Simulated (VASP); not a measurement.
# AlIn3Sb2N2 (P1) in VASP: single point with PBE

Aim: the single point of AlIn3Sb2N2 with PBE.

Program: VASP 6.6.1. These are calculated values, not measurements. Logs are shortened: lines on timing, memory, paths and dates and some standing lists are left out, and cuts for length are marked.

### 1 The cell of the first run

The typed cell holds 8 atoms: a = 3.414 Å, b = 3.348 Å, c = 17.607 Å, α = 90.43°, β = 89.33°, γ = 123.25°.

### 2 Single point, PBE

File INCAR:

```
SYSTEM = AlIn3Sb2N2
PREC     = Accurate       ! precision mode
ENCUT    = 520            ! plane-wave cutoff, eV
EDIFF    = 1E-6           ! SCF threshold, eV
ISMEAR   = 0              ! smearing method
SIGMA    = 0.2            ! smearing width, eV
LREAL    = .FALSE.        ! projectors in reciprocal space
LASPH    = .TRUE.         ! aspherical terms in the spheres
NELM     = 60             ! most SCF steps
ALGO     = Normal         ! electronic algorithm
ISIF     = 2              ! what is computed and relaxed
LWAVE    = .FALSE.        ! write WAVECAR
LCHARG   = .FALSE.        ! write CHGCAR
GGA      = PE             ! functional
NBANDS   = 41             ! bands
```

File KPOINTS:

```
regular mesh
0
G
  6 6 2
  0 0 0
```

File POSCAR:

```
AlIn3Sb2N2
1.0
    3.4135011598     -0.0763841742      0.0185096282
   -1.7726294015      2.8402636796     -0.0113103707
    0.1103710734     -0.0159587182     17.6067475887
Al In Sb N
1 3 2 2
Direct
    0.2761288349      0.6088218851      0.0232380086
    0.6140772898      0.2859852673      0.8652465783
    0.3669199655      0.3966347680      0.5248974644
    0.6001253473      0.2810091918      0.1808580287
    0.6555924939      1.2681242611      0.6869541607
    0.6037844259      0.2818324079      0.3455099734
    0.6111540824      0.2829244831      0.9932278870
    0.2722175604      0.5946677357      0.1300678990
```

Potentials or basis: VASP PAW PBE potentials, release 64 (Al, In_d, Sb, N).

Started as:

```console
$ cat potpaw_PBE.64/Al/POTCAR potpaw_PBE.64/In_d/POTCAR potpaw_PBE.64/Sb/POTCAR potpaw_PBE.64/N/POTCAR > POTCAR
$ mpirun -np 1 vasp_std > vasp.out
```

OUTCAR:

```text
SYSTEM = AlIn3Sb2N2
   PREC = Accurate
   ENCUT = 520
   EDIFF = 1E-6
   ISMEAR = 0
   LREAL = .FALSE.
   LASPH = .TRUE.
   NELM = 60
   ISIF = 2
   GGA = PE

 ion  position               nearest neighbor table
   1  0.276  0.609  0.023-   8 1.88   7 1.96   7 1.98   7 2.03   4 3.35   4 3.37   2 3.37   2 3.38
                             2 3.39   4 3.40
   2  0.614  0.286  0.865-   7 2.25   5 3.14   1 3.37   1 3.38   1 3.39
   3  0.367  0.397  0.525-   5 3.14   6 3.32   5 3.60   5 3.80
   4  0.600  0.281  0.181-   8 2.12   8 2.12   8 2.12   6 2.90   1 3.35   1 3.37   1 3.40
   5  0.656  0.268  0.687-   3 3.14   2 3.14   3 3.60   3 3.80
   6  0.604  0.282  0.346-   4 2.90   3 3.32
   7  0.611  0.283  0.993-   1 1.96   1 1.98   1 2.03   2 2.25
   8  0.272  0.595  0.130-   1 1.88   4 2.12   4 2.12   4 2.12

  LATTYP: Found a triclinic cell.
 ALAT       =     3.2142715935
 B/A-ratio  =     1.0416202192
 C/A-ratio  =     5.5637318274
 COS(alpha) =     0.0898802484
 COS(beta)  =     0.1751470393
 COS(gamma) =     0.4591727844

  Lattice vectors:

 A1 = (  -1.6408717583,  -2.7638795054,  -0.0071992575)
 A2 = (   1.7726294015,  -2.8402636796,   0.0113103707)
 A3 = (  -1.5305006849,  -2.7798382236,  17.5995483312)

Analysis of symmetry for initial positions (statically):
=====================================================================
 Subroutine PRICEL returns:
 Original cell was already a primitive cell.

 Routine SETGRP: Setting up the symmetry group for a
 triclinic supercell.

 Subroutine GETGRP returns: Found  1 space group operations
 (whereof  1 operations were pure point group operations)
 out of a pool of  2 trial point group operations.

The static configuration has the point symmetry C_1 .

Analysis of symmetry for dynamics (positions and initial velocities):
=====================================================================
 Subroutine PRICEL returns:
 Original cell was already a primitive cell.

 Routine SETGRP: Setting up the symmetry group for a
 triclinic supercell.

 Subroutine GETGRP returns: Found  1 space group operations
 (whereof  1 operations were pure point group operations)
 out of a pool of  2 trial point group operations.

The dynamic configuration has the point symmetry C_1 .

 Subroutine INISYM returns: Found  1 space group operations
 (whereof  1 operations are pure point group operations),
 and found     1 'primitive' translations

----------------------------------------------------------------------------------------

                                     Primitive cell

  volume of cell :     168.3119

  direct lattice vectors                    reciprocal lattice vectors
     3.413501160 -0.076384174  0.018509628     0.297112770  0.185423512 -0.001694438
    -1.772629401  2.840263680 -0.011310371     0.007988628  0.357066838  0.000273566
     0.110371073 -0.015958718 17.606747589    -0.000307217  0.000034444  0.056798364

  length of vectors
     3.414405851  3.348050282 17.607100758     0.350229565  0.357156296  0.056799205

  position of ions in fractional coordinates (direct lattice)
     0.276128835  0.608821885  0.023238009
     0.614077290  0.285985267  0.865246578
     0.366919966  0.396634768  0.524897464
     0.600125347  0.281009192  0.180858029
     0.655592494  0.268124261  0.686954161
     0.603784426  0.281832408  0.345509973
     0.611154082  0.282924483  0.993227887
     0.272217560  0.594667736  0.130067899

  ion indices of the primitive-cell ions
   primitive index   ion index
                 1           1
                 2           2
                 3           3
                 4           4
                 5           5
                 6           6
                 7           7
                 8           8

----------------------------------------------------------------------------------------

 KPOINTS: regular mesh

Automatic generation of k-mesh.
 Grid dimensions read from file:
 generate k-points for:    6    6    2

 Generating k-lattice:

  Cartesian coordinates                     Fractional coordinates (reciprocal lattice)
     0.049518795  0.030903919 -0.000282406     0.166666667  0.000000000  0.000000000
     0.001331438  0.059511140  0.000045594     0.000000000  0.166666667  0.000000000
    -0.000153609  0.000017222  0.028399182     0.000000000  0.000000000  0.500000000

  Length of vectors
     0.058371594  0.059526049  0.028399603

  Shift w.r.t. Gamma in fractional coordinates (k-lattice)
     0.000000000  0.000000000  0.000000000

 Subroutine IBZKPT returns following result:
 ===========================================

 Found     40 irreducible k-points:

 Following reciprocal coordinates:
            Coordinates               Weight
  0.000000  0.000000  0.000000      1.000000
  0.166667 -0.000000  0.000000      2.000000
  0.333333 -0.000000  0.000000      2.000000
  0.500000 -0.000000 -0.000000      1.000000
 -0.000000  0.166667  0.000000      2.000000
  0.166667  0.166667 -0.000000      2.000000
[... 16 lines left out ...]
  0.333333 -0.000000  0.500000      2.000000
  0.500000 -0.000000  0.500000      1.000000
 [... further k-points ...]
   k-points           NKPTS =     40   k-points in BZ     NKDIM =     40   number of bands    NBANDS=     41
   number of dos      NEDOS =    301   number of ions     NIONS =      8
   total plane-waves  NPLWV = 109760
   dimension x,y,z NGX =    28 NGY =   28 NGZ =  140
   dimension x,y,z NGXF=    56 NGYF=   56 NGZF=  280
   ions per type =               1   3   2   2
   NGX,Y,Z   is equivalent  to a cutoff of  13.63, 13.90, 13.22 a.u.
   NGXF,Y,Z  is equivalent  to a cutoff of  27.27, 27.81, 26.44 a.u.
 SYSTEM =  AlIn3Sb2N2
   PREC   = accura    normal or accurate (medium, high low for compatibility)
   ISTART =      0    job   : 0-new  1-cont  2-samecut
   ICHARG =      2    charge: 1-file 2-atom 10-const
   ISPIN  =      1    spin polarized calculation?
   LNONCOLLINEAR =      F non collinear calculations
   LSORBIT =      F    spin-orbit coupling
   LASPH  =      T    aspherical Exc in radial PAW
   ENCUT  =  520.0 eV  38.22 Ry    6.18 a.u.   6.35  6.23 32.74*2*pi/ulx,y,z
   NELM   =     60;   NELMIN=  2; NELMDL= -5     # of ELM steps
   EDIFF  = 0.1E-05   stopping-criterion for ELM
   LREAL  =      F    real-space projection
   EDIFFG = 0.1E-04   stopping-criterion for IOM
   NSW    =      0    number of steps for IOM
   IBRION =     -1    ionic relax: 0-MD 1-quasi-New 2-CG
   NFREE  =      0    steps in history (QN), initial steepest desc. (CG)
   ISIF   =      2    stress and relaxation
   ISYM   =      2    0-nonsym 1-usesym 2-fastsym
   POTIM  = 0.5000    time-step for ionic-motion
   TEBEG  =    0.0;   TEEND  =   0.0 temperature during run
   PSTRESS=    0.0 pullay stress
   NELECT =      62.0000    total number of electrons
   NUPDOWN=      -1.0000    fix difference up-down
   EMIN   =  10.00;   EMAX   =-10.00  energy-range for DOS
   EFERMI =   0.00;   METHOD = LEGACY
   ISMEAR =     0;   SIGMA  =   0.20  broadening in eV -4-tet -1-fermi 0-gaus
   EFERMI_NEDOS =   21; number of points for ismear=-14 and -15
   IALGO  =     38    algorithm
   IMIX   =      4    mixing-type and parameters
     AMIX     =   0.40;   BMIX     =  1.00
     AMIX_MAG =   1.60;   BMIX_MAG =  1.00
  volume/ion in A,a.u.               =      21.04       141.98
  Fermi-wavevector in a.u.,A,eV,Ry     =   1.173547  2.217682 18.738109  1.377212
  Thomas-Fermi vector in A             =   2.309958
   LORBIT       =      0    0 simple, 1 ext, 2 COOP (PROOUT), +10 PAW based schemes
   GGA     = PE    functional components
   LHFCALC =     F    Hartree Fock is set to
   AEXX    =    0.0000 exact exchange contribution
   IVDW    =     0    specifies the selected vdW correction
   LEPSILON=     F    determine dielectric tensor
   LRPA    =     F    only Hartree local field effects (RPA)
 non-spin polarized calculation
 Gauss-broadening in eV      SIGMA  =   0.20
  energy-cutoff  :      520.00
  volume of cell :      168.31
 maximum number of plane-waves:      4564
 NGX is ok and might be reduce to    28
   NGX = 13   NGY = 13   NGZ = 65

 number of electron      61.9999998 magnetization

 Free energy of the ion-electron system (eV)
  ---------------------------------------------------
  ext. energy  EPLUGINS =         0.00000000
  ---------------------------------------------------
  free energy    TOTEN  =       -37.65623535 eV

  energy without entropy =      -37.59684171  energy(sigma->0) =      -37.62653853

 E-fermi :   6.8084     XC(G=0): -10.1022

 val. band max:        6.7923661810   @ k =   0.3333  -0.0000   0.5000
 cond. band min:       6.8549759838   @ k =  -0.0000   0.3333   0.5000
 fundamental gap:      0.0626098028
 Fermi energy:         6.8084154877

 k-point     1 :       0.0000    0.0000    0.0000
  band No.  band energies     occupation
      1      -8.5970      2.00000
      2      -8.0644      2.00000
      3      -7.7229      2.00000
      4      -7.6813      2.00000
      5      -7.6696      2.00000
      6      -7.5764      2.00000
[... 33 lines left out ...]
     40      15.5089      0.00000
     41      16.0443      0.00000

 k-point     2 :       0.1667   -0.0000    0.0000
  band No.  band energies     occupation
      1      -8.5141      2.00000
      2      -8.0355      2.00000
      3      -7.6825      2.00000
      4      -7.6360      2.00000
      5      -7.6329      2.00000
      6      -7.5529      2.00000
[... 33 lines left out ...]
     40      13.8579      0.00000
     41      14.2899      0.00000

 k-point     3 :       0.3333   -0.0000    0.0000
  band No.  band energies     occupation
      1      -8.5100      2.00000
      2      -7.9028      2.00000
      3      -7.7375      2.00000
      4      -7.6611      2.00000
      5      -7.5848      2.00000
      6      -7.5024      2.00000
[... 875 lines left out ...]
      2      -7.9028      2.00000
      3      -7.7375      2.00000
      4      -7.6611      2.00000
      5      -7.5848      2.00000
      6      -7.5024      2.00000
[... 33 lines left out ...]
     40      12.5508      0.00000
     41      12.8444      0.00000

 k-point    24 :       0.5000   -0.0000    0.5000
  band No.  band energies     occupation
      1      -8.5590      2.00000
      2      -7.8311      2.00000
      3      -7.7716      2.00000
      4      -7.6648      2.00000
      5      -7.6306      2.00000
      6      -7.5128      2.00000
[... 33 lines left out ...]
     40      12.1604      0.00000
     41      12.6113      0.00000

 [... further k-points ...]

------------------------ aborting loop because EDIFF is reached ----------------------------------------

  FORCE on cell =-STRESS in cart. coord.  units (eV):
  Direction    XX          YY          ZZ          XY          YZ          ZX
  --------------------------------------------------------------------------------------
  -------------------------------------------------------------------------------------
  Total       -0.0246118     -0.0880829     -0.1247118     -0.0661374     -0.0084896     -0.0103509
  in kB       -0.2342825     -0.8384692     -1.1871436     -0.6295684     -0.0808137     -0.0985316
  external PRESSURE =      -0.7532985 kB  Pullay stress =       0.0000000 kB

 VOLUME and BASIS-vectors are now :
 -----------------------------------------------------------------------------
  energy-cutoff  :      520.00
  volume of cell :      168.31
      direct lattice vectors                 reciprocal lattice vectors
     3.413501160 -0.076384174  0.018509628     0.297112770  0.185423512 -0.001694438
    -1.772629401  2.840263680 -0.011310371     0.007988628  0.357066838  0.000273566
     0.110371073 -0.015958718 17.606747589    -0.000307217  0.000034444  0.056798364

 POSITION                                       TOTAL-FORCE (eV/Angst)
 -----------------------------------------------------------------------------------
     -0.13408      1.70775      0.40737         0.001303     -0.005666      0.008410
      1.68471      0.75156     15.24231         0.003296      0.002901     -0.019560
      0.60733      1.09014      9.24404        -0.000822     -0.000882      0.007920
      1.57036      0.74941      3.19225        -0.006499     -0.014295      0.000706
      1.83840      0.70050     12.10413         0.001152     -0.002918      0.010314
      1.59957      0.74884      6.09130         0.002744      0.000909      0.007051
      1.69428      0.74105     17.49562        -0.002229      0.003849      0.012290
     -0.11055      1.66614      2.28839         0.001056      0.016102     -0.027131
 -----------------------------------------------------------------------------------
    total drift:                               -0.000571     -0.000787      0.000401

  FREE ENERGIE OF THE ION-ELECTRON SYSTEM (eV)
  ---------------------------------------------------
  free  energy   TOTEN  =       -37.6562353536 eV

  energy  without entropy=      -37.5968417090  energy(sigma->0) =      -37.62653853
```

Run time: 3.6 min. Hardware: 1 thread of Intel Xeon 6975P-C (Granite Rapids), shared host; peak memory 0.47 GiB.

What came out:

| Item | Value |
| --- | --- |
| Free energy | -37.6562 eV |
| Pressure | -0.1 GPa |
| Largest force | 0.032 eV/Å |
| Band gap on the k mesh | zero (bands 31 and 32 overlap by 3.81 eV) |

Forces in eV/Å, atoms in the order of the input:
```
Al   0.001 -0.006  0.008
In   0.003  0.003 -0.020
In  -0.001 -0.001  0.008
In  -0.006 -0.014  0.001
Sb   0.001 -0.003  0.010
Sb   0.003  0.001  0.007
N   -0.002  0.004  0.012
N    0.001  0.016 -0.027
```

Caveat: the k points lie up to 0.37 Å⁻¹ apart, too coarse for converged energies and pressures of a metal; spin-orbit coupling is left out, which moves the levels of the heavy elements.

The gap in the log of VASP goes by the Fermi energy; the results here count the filled bands.